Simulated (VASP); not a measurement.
# Ir in VASP: a series of runs

The runs below take Ir through single point, with PBE+D3(BJ).

All numbers are computed with VASP 6.6.1; they aren't measurements. Logs are shortened: lines on timing, memory, paths and dates and some standing lists are left out, and cuts for length are marked.

**1. The cell of the first run**

The cell holds a slab with vacuum, 12 atoms: a = 5.431 Å, b = 5.431 Å, c = 23.743 Å, α = 90.00°, β = 90.00°, γ = 120.00°.

**2. Single point, PBE+D3(BJ)**

INCAR

```
ALGO = Normal ; DIPOL = 0.5 0.5 0.430
EDIFF = 1E-6 ; ENCUT = 520
GGA = PE ; IDIPOL = 3
ISIF = 2 ; ISMEAR = 0
IVDW = 12 ; LASPH = T
LCHARG = F ; LDIPOL = T
LREAL = F ; LWAVE = F
NBANDS = 66 ; NELM = 100
PREC = Accurate ; SIGMA = 0.1
```

KPOINTS

```
k-points
0
Gamma
  4 4 1
```

POSCAR

```
Ir
1.0
    5.4313155572      0.0000000000      0.0000000000
   -2.7156577786      4.7036572485      0.0000000000
    0.0000000000      0.0000000000     23.7426505824
Ir
12
Direct
    0.3333333333      0.1666666667      0.3369463731
    0.3333333333      0.6666666667      0.3369463731
    0.8333333333      0.1666666667      0.3369463731
    0.8333333333      0.6666666667      0.3369463731
    0.6671833939      0.3359650951      0.4287496234
    0.6700385265      0.8380218896      0.4302604038
    0.1656614538      0.3323268709      0.4292249952
    0.1674645220      0.8378169835      0.4299651896
   -0.0021730788      0.5062601434      0.5214621323
    0.0050605522      0.0141604947      0.5316501124
    0.5052515381      0.5062327721      0.5216774640
    0.5051310470      0.0145650292      0.5234609174
```

Potentials or basis: VASP PAW PBE potentials, release 64 (Ir).

Launch:

```console
> cat potpaw_PBE.64/Ir/POTCAR > POTCAR
> mpirun -np 1 vasp_std > vasp.out
```

OUTCAR:

```text
EDIFF = 1E-6
   ENCUT = 520
   GGA = PE
   ISIF = 2
   ISMEAR = 0
   IVDW = 12
   LASPH = T
   LREAL = F
   NELM = 100
   PREC = Accurate
 IVDW          = 12

 ion  position               nearest neighbor table
   1  0.333  0.167  0.337-   5 2.69   7 2.69   8 2.70   4 2.72   2 2.72   2 2.72   4 2.72   3 2.72
                             3 2.72
   2  0.333  0.667  0.337-   7 2.70   3 2.72   1 2.72   1 2.72   3 2.72   4 2.72   4 2.72   8 2.72
                             6 2.72
   3  0.833  0.167  0.337-   5 2.69   7 2.69   6 2.70   4 2.72   2 2.72   4 2.72   2 2.72   1 2.72
                             1 2.72
   4  0.833  0.667  0.337-   5 2.68   8 2.71   1 2.72   3 2.72   3 2.72   1 2.72   2 2.72   2 2.72
                             6 2.72
   5  0.667  0.336  0.429-   4 2.68   1 2.69   3 2.69   9 2.70  11 2.70  12 2.71   8 2.71   6 2.71
                             7 2.71   7 2.72   6 2.72   8 2.72
   6  0.670  0.838  0.430-  11 2.67   7 2.69   3 2.70   8 2.70   5 2.71   4 2.72   5 2.72   2 2.72
                             8 2.73  12 2.73   7 2.74  10 2.88
   7  0.166  0.332  0.429-   6 2.69   8 2.69   3 2.69   1 2.69   2 2.70   5 2.71  11 2.71   9 2.72
                             5 2.72   8 2.74   6 2.74  10 2.86
   8  0.167  0.838  0.430-   9 2.67   7 2.69   1 2.70   6 2.70   5 2.71   4 2.71   2 2.72   5 2.72
                             6 2.73  12 2.73   7 2.74  10 2.89
   9  0.998  0.506  0.521-  12 2.67   8 2.67  11 2.68   5 2.70  10 2.70   7 2.72  10 2.75  11 2.76
                            12 2.76
  10  0.005  0.014  0.532-   9 2.70  11 2.71  12 2.72  12 2.72  11 2.75   9 2.75   7 2.86   6 2.88
                             8 2.89
  11  0.505  0.506  0.522-  12 2.67   6 2.67   9 2.68   5 2.70  10 2.71   7 2.71  10 2.75   9 2.76
                            12 2.76
  12  0.505  0.015  0.523-  11 2.67   9 2.67   5 2.71  10 2.72  10 2.72   8 2.73   6 2.73   9 2.76
                            11 2.76

  LATTYP: Found a hexagonal cell.
 ALAT       =     5.4313155572
 C/A-ratio  =     4.3714364103

  Lattice vectors:

 A1 = (   5.4313155572,   0.0000000000,   0.0000000000)
 A2 = (  -2.7156577786,   4.7036572485,   0.0000000000)
 A3 = (   0.0000000000,   0.0000000000,  23.7426505824)

Analysis of symmetry for initial positions (statically):
=====================================================================
 Subroutine PRICEL returns:
 Original cell was already a primitive cell.

 Routine SETGRP: Setting up the symmetry group for a
 hexagonal supercell.

 Subroutine GETGRP returns: Found  1 space group operations
 (whereof  1 operations were pure point group operations)
 out of a pool of 24 trial point group operations.

The static configuration has the point symmetry C_1 .

Analysis of symmetry for dynamics (positions and initial velocities):
=====================================================================
 Subroutine PRICEL returns:
 Original cell was already a primitive cell.

 Routine SETGRP: Setting up the symmetry group for a
 hexagonal supercell.

 Subroutine GETGRP returns: Found  1 space group operations
 (whereof  1 operations were pure point group operations)
 out of a pool of 24 trial point group operations.

The dynamic configuration has the point symmetry C_1 .

 Subroutine INISYM returns: Found  1 space group operations
 (whereof  1 operations are pure point group operations),
 and found     1 'primitive' translations

----------------------------------------------------------------------------------------

                                     Primitive cell

  volume of cell :     606.5546

  direct lattice vectors                    reciprocal lattice vectors
     5.431315557  0.000000000  0.000000000     0.184117455  0.106300262  0.000000000
    -2.715657779  4.703657248  0.000000000     0.000000000  0.212600525  0.000000000
     0.000000000  0.000000000 23.742650582     0.000000000  0.000000000  0.042118297

  length of vectors
     5.431315557  5.431315557 23.742650582     0.212600525  0.212600525  0.042118297

  position of ions in fractional coordinates (direct lattice)
     0.333333333  0.166666667  0.336946373
     0.333333333  0.666666667  0.336946373
     0.833333333  0.166666667  0.336946373
     0.833333333  0.666666667  0.336946373
     0.667183394  0.335965095  0.428749623
     0.670038527  0.838021890  0.430260404
[... 42 lines left out ...]

 Subroutine IBZKPT returns following result:
 ===========================================

 Found     10 irreducible k-points:

 Following reciprocal coordinates:
            Coordinates               Weight
  0.000000  0.000000  0.000000      1.000000
  0.250000 -0.000000  0.000000      2.000000
  0.000000  0.250000  0.000000      2.000000
 -0.250000  0.250000  0.000000      2.000000
  0.500000 -0.000000  0.000000      1.000000
  0.000000  0.500000  0.000000      1.000000
  0.500000  0.500000  0.000000      1.000000
  0.250000  0.250000  0.000000      2.000000
 -0.250000  0.500000  0.000000      2.000000
  0.500000  0.250000  0.000000      2.000000
   k-points           NKPTS =     10   k-points in BZ     NKDIM =     10   number of bands    NBANDS=     66
   number of dos      NEDOS =    301   number of ions     NIONS =     12
   total plane-waves  NPLWV = 288000
   dimension x,y,z NGX =    40 NGY =   40 NGZ =  180
   dimension x,y,z NGXF=    80 NGYF=   80 NGZF=  360
   ions per type =              12
   NGX,Y,Z   is equivalent  to a cutoff of  12.24, 12.24, 12.60 a.u.
   NGXF,Y,Z  is equivalent  to a cutoff of  24.49, 24.49, 25.21 a.u.
 SYSTEM =  unknown system
   PREC   = accura    normal or accurate (medium, high low for compatibility)
   ISTART =      0    job   : 0-new  1-cont  2-samecut
   ICHARG =      2    charge: 1-file 2-atom 10-const
   ISPIN  =      1    spin polarized calculation?
   LNONCOLLINEAR =      F non collinear calculations
   LSORBIT =      F    spin-orbit coupling
   LASPH  =      T    aspherical Exc in radial PAW
   ENCUT  =  520.0 eV  38.22 Ry    6.18 a.u.  10.10 10.10 44.15*2*pi/ulx,y,z
   NELM   =    100;   NELMIN=  2; NELMDL= -5     # of ELM steps
   EDIFF  = 0.1E-05   stopping-criterion for ELM
   LREAL  =      F    real-space projection
   EDIFFG = 0.1E-04   stopping-criterion for IOM
   NSW    =      0    number of steps for IOM
   IBRION =     -1    ionic relax: 0-MD 1-quasi-New 2-CG
   NFREE  =      0    steps in history (QN), initial steepest desc. (CG)
   ISIF   =      2    stress and relaxation
   ISYM   =      2    0-nonsym 1-usesym 2-fastsym
   POTIM  = 0.5000    time-step for ionic-motion
   TEBEG  =    0.0;   TEEND  =   0.0 temperature during run
   PSTRESS=    0.0 pullay stress
   NELECT =     108.0000    total number of electrons
   NUPDOWN=      -1.0000    fix difference up-down
   EMIN   =  10.00;   EMAX   =-10.00  energy-range for DOS
   EFERMI =   0.00;   METHOD = LEGACY
   ISMEAR =     0;   SIGMA  =   0.10  broadening in eV -4-tet -1-fermi 0-gaus
   EFERMI_NEDOS =   21; number of points for ismear=-14 and -15
   IALGO  =     38    algorithm
   IMIX   =      4    mixing-type and parameters
     AMIX     =   0.40;   BMIX     =  1.00
     AMIX_MAG =   1.60;   BMIX_MAG =  1.00
  volume/ion in A,a.u.               =      50.55       341.10
  Fermi-wavevector in a.u.,A,eV,Ry     =   0.921000  1.740437 11.541010  0.848240
  Thomas-Fermi vector in A             =   2.046367
   LORBIT       =      0    0 simple, 1 ext, 2 COOP (PROOUT), +10 PAW based schemes
   GGA     = PE    functional components
   LHFCALC =     F    Hartree Fock is set to
   AEXX    =    0.0000 exact exchange contribution
   IVDW    =    12    specifies the selected vdW correction
   LEPSILON=     F    determine dielectric tensor
   LRPA    =     F    only Hartree local field effects (RPA)
 non-spin polarized calculation
 Gauss-broadening in eV      SIGMA  =   0.10
  energy-cutoff  :      520.00
  volume of cell :      606.55
 maximum number of plane-waves:     16374
   NGX = 21   NGY = 21   NGZ = 89

 dipolmoment           0.000000      0.000000     -0.001062 electrons x Angstroem

 number of electron     108.0000006 magnetization

 dipolmoment           0.000000      0.000000      0.002658 electrons x Angstroem

 Free energy of the ion-electron system (eV)
  ---------------------------------------------------
  ext. energy  EPLUGINS =         0.00000000
  ---------------------------------------------------
  free energy    TOTEN  =       -98.67278929 eV

  energy without entropy =      -98.57057881  energy(sigma->0) =      -98.62168405

 E-fermi :  -0.9854     XC(G=0):  -4.7740

 val. band max:       -0.9945054109   @ k =   0.5000   0.2500   0.0000
 cond. band min:      -0.9742420048   @ k =  -0.2500   0.5000   0.0000
 fundamental gap:      0.0202634061
 Fermi energy:        -0.9854331810

 k-point     1 :       0.0000    0.0000    0.0000
  band No.  band energies     occupation
      1     -11.0516      2.00000
      2      -9.0837      2.00000
      3      -8.6818      2.00000
      4      -8.3509      2.00000
      5      -8.3290      2.00000
      6      -8.3050      2.00000
[... 679 lines left out ...]
     65      -0.1034      0.00000
     66       0.0252      0.00000

------------------------ aborting loop because EDIFF is reached ----------------------------------------

 vacuum level on the upper side and lower side of the slab       (xc-potential included)         0.003        -0.015

 Edisp (eV)   -5.73309

 E8    (eV) :    -2.7990

  FORCE on cell =-STRESS in cart. coord.  units (eV):
  Direction    XX          YY          ZZ          XY          YZ          ZX
  --------------------------------------------------------------------------------------
  -------------------------------------------------------------------------------------
  Total     -15.88300   -15.44035    -8.34354     0.03818    -1.09906     0.15562
  in kB     -41.95399   -40.78474   -22.03894     0.10084    -2.90311     0.41107
  external pressure =      -34.93 kB  Pullay stress =        0.00 kB

 VOLUME and BASIS-vectors are now :
 -----------------------------------------------------------------------------
  energy-cutoff  :      520.00
  volume of cell :      606.55
      direct lattice vectors                 reciprocal lattice vectors
     5.431315557  0.000000000  0.000000000     0.184117455  0.106300262  0.000000000
    -2.715657779  4.703657248  0.000000000     0.000000000  0.212600525  0.000000000
     0.000000000  0.000000000 23.742650582     0.000000000  0.000000000  0.042118297

 POSITION                                       TOTAL-FORCE (eV/Angst)
 -----------------------------------------------------------------------------------
      1.35783      0.78394      8.00000        -0.102984     -0.062754      0.142220
     -0.00000      3.13577      8.00000         0.007365      0.064065      0.523980
      4.07349      0.78394      8.00000         0.091008     -0.077729      0.164053
      2.71566      3.13577      8.00000        -0.014252      0.197131      0.253441
      2.71132      1.58026     10.17965         0.009952      0.052388      0.422914
      1.36341      3.94177     10.21552        -0.136243     -0.046874      0.253504
     -0.00273      1.56315     10.19094        -0.009066      0.274969      0.417336
     -1.36567      3.94080     10.20851         0.102377     -0.055049      0.270444
      4.04468      2.38127     12.38089         0.252186      0.145182      0.007407
     -0.01097      0.06661     12.62278         0.012411     -0.229457     -1.901429
      1.36943      2.38115     12.38601        -0.235226      0.134931     -0.034748
      2.70397      0.06851     12.42835         0.022470     -0.396803     -0.519122
 -----------------------------------------------------------------------------------
    total drift:                                0.000256      0.000079     -0.000173

  FREE ENERGIE OF THE ION-ELECTRON SYSTEM (eV)
  ---------------------------------------------------
  free  energy   TOTEN  =      -104.4058811430 eV

  energy  without entropy=     -104.3036706568  energy(sigma->0) =     -104.35477590

 vacuum level on the upper side and lower side of the slab         4.359         4.382
```

Run time: 38 min. Hardware: 1 thread of Intel Xeon 8259CL, shared host; peak memory 0.73 GiB.

What came out:

- Free energy: -104.4059 eV
- Largest force: 1.915 eV/Å
- Band gap on the k mesh: zero (bands 54 and 55 overlap by 1.10 eV)
- Dispersion energy per atom: -0.478 eV

Forces on the atoms (eV/Å):
```
Ir  -0.103 -0.063  0.142
Ir   0.007  0.064  0.524
Ir   0.091 -0.078  0.164
Ir  -0.014  0.197  0.253
Ir   0.010  0.052  0.423
Ir  -0.136 -0.047  0.254
Ir  -0.009  0.275  0.417
Ir   0.102 -0.055  0.270
Ir   0.252  0.145  0.007
Ir   0.012 -0.229 -1.901
Ir  -0.235  0.135 -0.035
Ir   0.022 -0.397 -0.519
```

Levels at points of the mesh, in eV from the Fermi level:
```tsv
k point	band 51	band 52	band 53	band 54	band 55	band 56	band 57	band 58
(0.00, 0.00, 0.00)	0.37	0.42	0.51	0.61	0.65	0.96	1.01	1.03
(0.50, 0.00, 0.00)	-0.91	-0.81	-0.53	-0.52	-0.49	-0.39	-0.33	-0.29
(0.00, 0.50, 0.00)	-0.95	-0.76	-0.55	-0.54	-0.46	-0.38	-0.29	-0.23
(0.50, 0.50, 0.00)	-0.92	-0.80	-0.54	-0.52	-0.49	-0.39	-0.33	-0.29
```

Caveat: spin-orbit coupling is left out, which moves the levels of the heavy elements.

**3. Single point, PBE+D3(BJ)**

This run uses another cell than the first one.

INCAR

```
SYSTEM = Ir
PREC = Accurate
ENCUT = 520
EDIFF = 1E-6
ISMEAR = 0
SIGMA = 0.1
LREAL = .FALSE.
LASPH = .TRUE.
NELM = 80
ALGO = Normal
ISIF = 2
LWAVE = .FALSE.
LCHARG = .FALSE.
LDIPOL = .TRUE.
IDIPOL = 3
DIPOL = 0.5 0.5 0.439
GGA = PE
IVDW = 12
NBANDS = 66
```

KPOINTS

```
regular mesh
0
G
  4 4 1
  0 0 0
```

POSCAR

```
Ir
1.0
    5.4313155574      0.0000000000      0.0000000000
   -2.7156577787      4.7036572487      0.0000000000
    0.0000000000      0.0000000000     23.2158505826
Ir
12
Direct
    0.3333333333      0.1666666667      0.3445921558
    0.3333333333      0.6666666667      0.3445921558
    0.8333333333      0.1666666667      0.3445921558
    0.8333333333      0.6666666667      0.3445921558
    0.6658196975      0.3316711672      0.4385645346
    0.6658514697      0.8341803025      0.4385645346
    0.1666666667      0.3333333333      0.4387370271
    0.1683288328      0.8341485303      0.4385645346
    0.0009155308      0.4990269157      0.5316825734
    0.0009730843      0.0018886151      0.5316825734
    0.4981113849      0.4990844692      0.5316825734
    0.5000000000      0.0000000000      0.5396652476
```

Potentials or basis: VASP PAW PBE potentials, release 64 (Ir).

Launch:

```console
> cat potpaw_PBE.64/Ir/POTCAR > POTCAR
> mpirun -np 1 vasp_std > vasp.out
```

It took 8.3 min on 1 thread of Intel Xeon Platinum 8259CL at 2.50GHz (Skylake/Cascade Lake), shared host; peak memory 0.63 GiB.

The run converged. Its results:

```yaml
Free_energy: -104.5766 eV
Largest_force: 1.522 eV/Å
Band_gap_on_the_k_mesh: zero (bands 54 and 55 overlap by 1.12 eV)
Dispersion_energy_per_atom: -0.481 eV
```

Forces in eV/Å, atoms in the order of the input:
```
Ir   0.084 -0.048  0.006
Ir   0.000  0.097  0.006
Ir  -0.084 -0.048  0.006
Ir   0.000  0.000  0.253
Ir   0.001  0.045  0.166
Ir   0.039 -0.023  0.166
Ir   0.000  0.000 -0.055
Ir  -0.039 -0.022  0.166
Ir  -0.067  0.040  0.269
Ir  -0.001 -0.078  0.269
Ir   0.068  0.038  0.269
Ir   0.000  0.000 -1.522
```

Levels at points of the mesh, in eV from the Fermi level:
| k point | band 51 | band 52 | band 53 | band 54 | band 55 | band 56 |
| --- | --- | --- | --- | --- | --- | --- |
| (0.00, 0.00, 0.00) | 0.40 | 0.40 | 0.53 | 0.64 | 0.64 | 0.93 |
| (0.50, 0.00, 0.00) | -0.99 | -0.88 | -0.53 | -0.53 | -0.48 | -0.42 |

Caveat: spin-orbit coupling is left out, which moves the levels of the heavy elements.
